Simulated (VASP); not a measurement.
# Sb2Mo (P6/mmm) in VASP: notebook, part 2 of 3

VASP 6.6.1.

**3. Single point, r2SCAN**

This run uses another cell than the first one, of 22.02 Å³/atom.

POSCAR reads:

```
Sb2Mo
1.0
    4.1340672791      0.0000000000      0.0000000000
   -2.0670336395      3.5802072846      0.0000000000
    0.0000000000      0.0000000000      4.4636939060
Sb Mo
2 1
Direct
    0.3333333333      0.6666666667      0.5000000000
    0.6666666667      0.3333333333      0.5000000000
    0.0000000000      0.0000000000      0.0000000000
```

INCAR.step1 reads:

```
SYSTEM = Sb2Mo
PREC = Accurate ; ENCUT = 520
ISMEAR = 0 ; SIGMA = 0.1
LREAL = .FALSE. ; LASPH = .TRUE.
NELM = 80 ; NBANDS = 19
GGA = PE ; ALGO = Normal
EDIFF = 1E-4 ; LWAVE = .TRUE.
LCHARG = .FALSE.
```

INCAR.step2 reads:

```
SYSTEM = Sb2Mo
PREC = Accurate ; ENCUT = 520
EDIFF = 1E-7 ; ISMEAR = 0
SIGMA = 0.1 ; LREAL = .FALSE.
LASPH = .TRUE. ; NELM = 80
ALGO = Normal ; ISIF = 2
LWAVE = .FALSE. ; LCHARG = .FALSE.
METAGGA = R2SCAN ; LMIXTAU = .TRUE.
NBANDS = 19 ; ISTART = 1
```

KPOINTS reads:

```
Automatic mesh
0
G
  6 6 4
  0 0 0
```

Potentials or basis: VASP PAW PBE potentials, release 64 (Sb, Mo_sv).

Command:

```bash
$ cat potpaw_PBE.64/Sb/POTCAR potpaw_PBE.64/Mo_sv/POTCAR > POTCAR
$ cp INCAR.step1 INCAR
$ mpirun -np 1 vasp_std > vasp.out
$ cp INCAR.step2 INCAR
$ mpirun -np 1 vasp_std > vasp.out
```

OUTCAR:

```text
SYSTEM = Sb2Mo
   PREC = Accurate
   ENCUT = 520
   EDIFF = 1E-7
   ISMEAR = 0
   LREAL = .FALSE.
   LASPH = .TRUE.
   NELM = 80
   ISIF = 2
   METAGGA = R2SCAN
   ISTART = 1

 ion  position               nearest neighbor table
   1  0.333  0.667  0.500-   2 2.39   2 2.39   2 2.39   3 3.27   3 3.27   3 3.27   3 3.27   3 3.27
                             3 3.27
   2  0.667  0.333  0.500-   1 2.39   1 2.39   1 2.39   3 3.27   3 3.27   3 3.27   3 3.27   3 3.27
                             3 3.27
   3  0.000  0.000  0.000-   1 3.27   2 3.27   1 3.27   2 3.27   1 3.27   1 3.27   2 3.27   2 3.27
                             2 3.27   2 3.27   1 3.27   1 3.27

  LATTYP: Found a hexagonal cell.
 ALAT       =     4.1340672791
 C/A-ratio  =     1.0797342193

  Lattice vectors:

 A1 = (   4.1340672791,   0.0000000000,   0.0000000000)
 A2 = (  -2.0670336395,   3.5802072846,   0.0000000000)
 A3 = (   0.0000000000,   0.0000000000,   4.4636939060)

Analysis of symmetry for initial positions (statically):
=====================================================================
 Subroutine PRICEL returns:
 Original cell was already a primitive cell.

 Routine SETGRP: Setting up the symmetry group for a
 hexagonal supercell.

 Subroutine GETGRP returns: Found 24 space group operations
 (whereof 24 operations were pure point group operations)
 out of a pool of 24 trial point group operations.

The static configuration has the point symmetry D_6h.

Analysis of symmetry for dynamics (positions and initial velocities):
=====================================================================
 Subroutine PRICEL returns:
 Original cell was already a primitive cell.

 Routine SETGRP: Setting up the symmetry group for a
 hexagonal supercell.

 Subroutine GETGRP returns: Found 24 space group operations
 (whereof 24 operations were pure point group operations)
 out of a pool of 24 trial point group operations.

[... 114 lines left out ...]
   EFERMI_NEDOS =   21; number of points for ismear=-14 and -15
   IALGO  =     38    algorithm
   IMIX   =      4    mixing-type and parameters
     AMIX     =   0.40;   BMIX     =  1.00
     AMIX_MAG =   1.60;   BMIX_MAG =  1.00
  volume/ion in A,a.u.               =      22.02       148.61
  Fermi-wavevector in a.u.,A,eV,Ry     =   1.168114  2.207415 18.565016  1.364490
  Thomas-Fermi vector in A             =   2.304605
   LORBIT       =      0    0 simple, 1 ext, 2 COOP (PROOUT), +10 PAW based schemes
   METAGGA = R2SCAN    functional components
   LHFCALC =     F    Hartree Fock is set to
   AEXX    =    0.0000 exact exchange contribution
   IVDW    =     0    specifies the selected vdW correction
   LEPSILON=     F    determine dielectric tensor
   LRPA    =     F    only Hartree local field effects (RPA)
 non-spin polarized calculation
 Gauss-broadening in eV      SIGMA  =   0.10
  energy-cutoff  :      520.00
  volume of cell :       66.07
 maximum number of plane-waves:      1811
 NGX is ok and might be reduce to    32

 number of electron      24.0000003 magnetization

 Free energy of the ion-electron system (eV)
  ---------------------------------------------------
  ext. energy  EPLUGINS =         0.00000000
  ---------------------------------------------------
  free energy    TOTEN  =       -68.06790137 eV

  energy without entropy =      -68.03959349  energy(sigma->0) =      -68.05374743

 E-fermi :  10.7025     XC(G=0): -11.7280

 val. band max:       10.6918339258   @ k =   0.1667   0.1667   0.5000
 cond. band min:      10.7486651671   @ k =   0.1667   0.0000   0.2500
 fundamental gap:      0.0568312413
 Fermi energy:        10.7024520528

 k-point     1 :       0.0000    0.0000    0.0000
  band No.  band energies     occupation
      1     -52.0440      2.00000
      2     -25.4713      2.00000
      3     -25.4713      2.00000
      4     -25.4162      2.00000
      5      -5.5634      2.00000
      6       5.1566      2.00000
[... 439 lines left out ...]
      6      -1.9710      2.00000
[... 11 lines left out ...]
     18      15.1165      0.00000
     19      19.9508      0.00000

------------------------ aborting loop because EDIFF is reached ----------------------------------------

  FORCE on cell =-STRESS in cart. coord.  units (eV):
  Direction    XX          YY          ZZ          XY          YZ          ZX
  --------------------------------------------------------------------------------------
  -------------------------------------------------------------------------------------
  Total       22.5062811     22.5062811     -5.0948599      0.0000000      0.0000000      0.0000000
  in kB      545.8008449    545.8008449   -123.5556797      0.0000000      0.0000000      0.0000000
  external PRESSURE =     322.6820034 kB  Pullay stress =       0.0000000 kB

 VOLUME and BASIS-vectors are now :
 -----------------------------------------------------------------------------
  energy-cutoff  :      520.00
  volume of cell :       66.07
      direct lattice vectors                 reciprocal lattice vectors
     4.134067279  0.000000000  0.000000000     0.241892532  0.139656718  0.000000000
    -2.067033639  3.580207285  0.000000000     0.000000000  0.279313436  0.000000000
     0.000000000  0.000000000  4.463693906     0.000000000  0.000000000  0.224029699

 POSITION                                       TOTAL-FORCE (eV/Angst)
 -----------------------------------------------------------------------------------
     -0.00000      2.38680      2.23185        -0.000000      0.000000      0.000000
      2.06703      1.19340      2.23185         0.000000     -0.000000     -0.000000
      0.00000      0.00000      0.00000        -0.000000     -0.000000     -0.000000
 -----------------------------------------------------------------------------------
    total drift:                                0.000000     -0.000000      0.000000

  FREE ENERGIE OF THE ION-ELECTRON SYSTEM (eV)
  ---------------------------------------------------
  free  energy   TOTEN  =       -68.0679013673 eV

  energy  without entropy=      -68.0395934917  energy(sigma->0) =      -68.05374743
```

OUTCAR.step1:

```text
SYSTEM = Sb2Mo
   PREC = Accurate
   ENCUT = 520
   ISMEAR = 0
   LREAL = .FALSE.
   LASPH = .TRUE.
[... 685 lines left out ...]
     -0.00000      2.38680      2.23185        -0.000000      0.000000      0.000000
      2.06703      1.19340      2.23185         0.000000     -0.000000     -0.000000
      0.00000      0.00000      0.00000        -0.000000      0.000000     -0.000000
 -----------------------------------------------------------------------------------
    total drift:                                0.000000     -0.000000      0.000000

  FREE ENERGIE OF THE ION-ELECTRON SYSTEM (eV)
  ---------------------------------------------------
  free  energy   TOTEN  =       -10.1613884482 eV

  energy  without entropy=      -10.1308359241  energy(sigma->0) =      -10.14611219
```

OSZICAR.step1:

```text
N       E                     dE             d eps       ncg     rms          rms(c)
DAV:   1     0.164165844298E+03    0.16417E+03   -0.10807E+04   838   0.113E+03
DAV:   2    -0.424541341348E+01   -0.16841E+03   -0.16618E+03  1001   0.282E+02
DAV:   3    -0.104730723124E+02   -0.62277E+01   -0.60087E+01   976   0.505E+01
DAV:   4    -0.105838421984E+02   -0.11077E+00   -0.11016E+00   914   0.692E+00
DAV:   5    -0.105855065298E+02   -0.16643E-02   -0.16640E-02   915   0.992E-01    0.862E+00
DAV:   6    -0.107211565973E+02   -0.13565E+00   -0.10324E+01   845   0.111E+01    0.603E+00
DAV:   7    -0.101872674907E+02    0.53389E+00   -0.36979E+00   830   0.691E+00    0.368E+00
DAV:   8    -0.101651511728E+02    0.22116E-01   -0.85612E-02   863   0.142E+00    0.487E-01
DAV:   9    -0.101614652911E+02    0.36859E-02   -0.16986E-02   912   0.456E-01    0.763E-02
DAV:  10    -0.101613884482E+02    0.76843E-04   -0.68002E-04   882   0.134E-01
   1 F= -.10161388E+02 E0= -.10146112E+02  d E =-.305525E-01
```

Wall time 95 s (1 thread of AMD EPYC 7R13 (Zen 3), shared host); peak memory 0.17 GiB.

What came out:

```yaml
Free_energy: -68.0679 eV
Pressure: 32.3 GPa
Band_gap_on_the_k_mesh: zero (bands 12 and 13 overlap by 1.28 eV)
```

Caveat: the cell stands under pressure; the PAW data sets were made with another functional, which shifts forces and pressure a little; spin-orbit coupling is left out, which moves the levels of the heavy elements.

**4. Single point, r2SCAN**

This run uses another cell than the first one, of the same volume but with other edges.

POSCAR reads:

```
Sb2Mo
1.0
    5.1123281225      0.0000000000      0.0000000000
   -2.5561640613      4.4274060266      0.0000000000
    0.0000000000      0.0000000000      2.9027996853
Sb Mo
2 1
Direct
    0.3333333333      0.6666666667      0.5000000000
    0.6666666667      0.3333333333      0.5000000000
    0.0000000000      0.0000000000      0.0000000000
```

INCAR.step1 reads:

```
PREC     = Accurate       # precision mode
ENCUT    = 520            # plane-wave cutoff, eV
ISMEAR   = 0              # smearing method
SIGMA    = 0.1            # smearing width, eV
LREAL    = False          # projectors in reciprocal space
LASPH    = True           # aspherical terms in the spheres
NELM     = 60             # most SCF steps
NBANDS   = 19             # bands
GGA      = PE             # functional
ALGO     = Normal         # electronic algorithm
EDIFF    = 1E-4           # SCF threshold, eV
LWAVE    = True           # write WAVECAR
LCHARG   = False          # write CHGCAR
```

INCAR.step2 reads:

```
PREC     = Accurate       # precision mode
ENCUT    = 520            # plane-wave cutoff, eV
EDIFF    = 1E-6           # SCF threshold, eV
ISMEAR   = 0              # smearing method
SIGMA    = 0.1            # smearing width, eV
LREAL    = False          # projectors in reciprocal space
LASPH    = True           # aspherical terms in the spheres
NELM     = 60             # most SCF steps
ALGO     = Normal         # electronic algorithm
ISIF     = 2              # what is computed and relaxed
LWAVE    = False          # write WAVECAR
LCHARG   = False          # write CHGCAR
METAGGA  = R2SCAN         # meta-GGA
LMIXTAU  = True         
NBANDS   = 19             # bands
ISTART   = 1
```

KPOINTS reads:

```
Automatic mesh
0
Gamma
  6 6 6
```

Command:

```bash
$ cat potpaw_PBE.64/Sb/POTCAR potpaw_PBE.64/Mo_sv/POTCAR > POTCAR
$ cp INCAR.step1 INCAR
$ mpirun -np 1 vasp_std > vasp.out
$ cp INCAR.step2 INCAR
$ mpirun -np 1 vasp_std > vasp.out
```

Wall time 89 s (1 thread of AMD EPYC 7R13 (Zen 3), shared host); peak memory 0.18 GiB.

The run converged. Its results:

```
Free energy            : -74.3570 eV
Pressure               : 0.1 GPa
Band gap on the k mesh : zero (bands 12 and 13 overlap by 2.24 eV)
```

Levels at points of the mesh, in eV from the Fermi level:
```tsv
k point	band 8	band 9	band 10	band 11	band 12	band 13	band 14	band 15	band 16	band 17
(0.00, 0.00, 0.00)	-5.97	-3.24	-2.06	-2.06	1.21	1.21	1.39	1.39	2.05	4.40
(0.50, 0.00, 0.00)	-5.49	-2.63	-2.07	0.10	0.73	0.93	1.20	3.77	4.64	4.64
(0.00, 0.00, 0.50)	-3.26	-3.13	-3.13	-2.48	-2.48	-1.02	-1.02	2.22	4.63	4.93
(0.50, 0.00, 0.50)	-5.49	-4.76	-1.31	-0.81	-0.53	-0.37	0.58	1.18	2.33	4.39
```

Caveat: the k points lie up to 0.36 Å⁻¹ apart, too coarse for converged energies and pressures of a metal; the PAW data sets were made with another functional, which shifts forces and pressure a little; spin-orbit coupling is left out, which moves the levels of the heavy elements.

(Continued in part 3 of 3.)
